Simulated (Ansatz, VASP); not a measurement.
GdO: VASP beside Ansatz

```
CELL_PARAMETERS angstrom
0.00000 2.70000 2.70000
2.70000 0.00000 2.70000
2.70000 2.70000 0.00000
ATOMIC_POSITIONS crystal
Gd 0.00000 0.00000 0.00000
O 0.75000 0.75000 0.75000
```

Alike in both runs: functional PBE; k mesh 9 × 9 × 9; occupations fermi-dirac, width 0.05 eV; collinear spin; Hubbard terms Gd f U = 2.0 eV.

|  | VASP | Ansatz |
| --- | --- | --- |
| version | VASP 6.6.1 | Ansatz 0.2.0 |
| potentials or method | VASP PAW PBE potentials, release 64 (Gd, O) | Ansatz PAW |
| plane-wave cutoff (eV) | 520 | 420 |
| valence electrons in the cell | 24 | 24 |
| task | single point | band structure |

VASP gave:

- gap on the k mesh at the Fermi level (eV): none
- pressure (GPa): -0.5
- net moment per atom (μB): 3.92
- size of the moment on the site where the two differ most (μB): 7.02

**Question.** What did Ansatz give for the same quantities?

**Answer.** gap on the k mesh at the Fermi level (eV): none; pressure (GPa): -0.6; net moment per atom (μB): 3.92; size of the moment on the site where the two differ most (μB): 6.97.

Site moments also hang on the region over which each program counts them. The programs project onto different local orbitals, so the same U acts differently, and such runs can settle in different states. A gap of «none» marks a metal or a gap that the smearing closes.

Neither program's run includes spin-orbit coupling. Noted on Ansatz's run: the magnetic or orbital state may not be the lowest.
